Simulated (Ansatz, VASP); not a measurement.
# One calculation of Sn, two programs

```
Sn
1.0
     0.00000    3.28499    3.28499
     3.28499    0.00000    3.28499
     3.28499    3.28499    0.00000
Sn
2
Direct
  0.00000 0.00000 0.00000
  0.25000 0.25000 0.25000
```

Alike in both runs: task single point; functional r2SCAN; k mesh 6 × 6 × 6; occupations gaussian, width 0.1 eV; no spin polarisation.

|  | VASP | Ansatz |
| --- | --- | --- |
| version | VASP 6.6.1 | Ansatz 0.2.0 |
| potentials or method | VASP PAW PBE potentials, release 64 (Sn_d), cutoff 520 eV | scalar-relativistic, plane waves, PAW |
| valence electrons in the cell | 28 | 28 |

|  | VASP | Ansatz | Ansatz less VASP |
| --- | --- | --- | --- |
| gap on the k mesh at the Fermi level (eV) | none | none | - |
| pressure (GPa) | -0.1 | 0.0 | +0.05 |

VASP's potentials were made for PBE, not for r2SCAN. A gap of «none» marks a metal or a gap that the smearing closes. With one functional, cell and mesh, what is left measures potentials, basis and numerics.
